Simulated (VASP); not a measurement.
The system is HfSiO4.

```xyz
6
Lattice="3.5437 0.0000 0.0000 0.0000 3.5437 0.0000 0.0000 0.0000 5.0997" Properties=species:S:1:pos:R:3 pbc="T T T"
Hf    0.0000    0.0000    0.0000
Si    1.7718    1.7718    2.5498
O     1.7718    0.0000    3.7368
O     0.0000    1.7718    1.3629
O     1.7718    0.0000    1.3629
O     0.0000    1.7718    3.7368
```

- Program: VASP 6.6.1
- Task: relaxation of cell and atoms
- Functional: PBEsol
- Potentials or basis: VASP PAW PBE potentials, release 64 (Hf_pv, Si, O)
- Cutoff: 600 eV
- k mesh: 6 × 6 × 4
- Occupations: fermi-dirac, width 0.03 eV
- Spin: no spin polarisation

At the start: pressure -27.1 GPa; volume 10.67 Å³/atom.

Q: How do energy, volume and symmetry change on relaxing?

A: Over 9 steps the energy falls by 129.9 meV/atom and the volume is 9.32 Å³/atom (-12.7 %); space group P4/mmm (No. 123, to 0.05 Å).

The path:
```csv
step,energy change (eV),largest force (eV/Å),pressure (GPa),volume (Å³)
1,0.0000,0.4547,-27.12,64.04
2,0.3252,1.5760,52.30,48.71
3,-0.7728,0.2599,-1.37,56.31
4,-0.7736,0.2820,-0.56,56.12
5,-0.7735,0.3018,0.20,55.97
6,-0.7782,0.1009,0.55,55.77
7,-0.7790,0.0115,0.42,55.83
8,-0.7793,0.0078,-0.39,55.98
9,-0.7795,0.0006,-0.08,55.93
```

Final structure:
```
Hf Si O
1.0
     3.39363    0.00000    0.00000
     0.00000    3.39363    0.00000
     0.00000    0.00000    4.85606
Hf Si O
1 1 4
Direct
  0.00000 0.00000 0.00000
  0.50000 0.50000 0.50000
  0.50000 0.00000 0.73264
  0.00000 0.50000 0.26736
  0.50000 0.00000 0.26736
  0.00000 0.50000 0.73264
```

Caveat: the PAW data sets were made with another functional, which shifts forces and pressure a little.
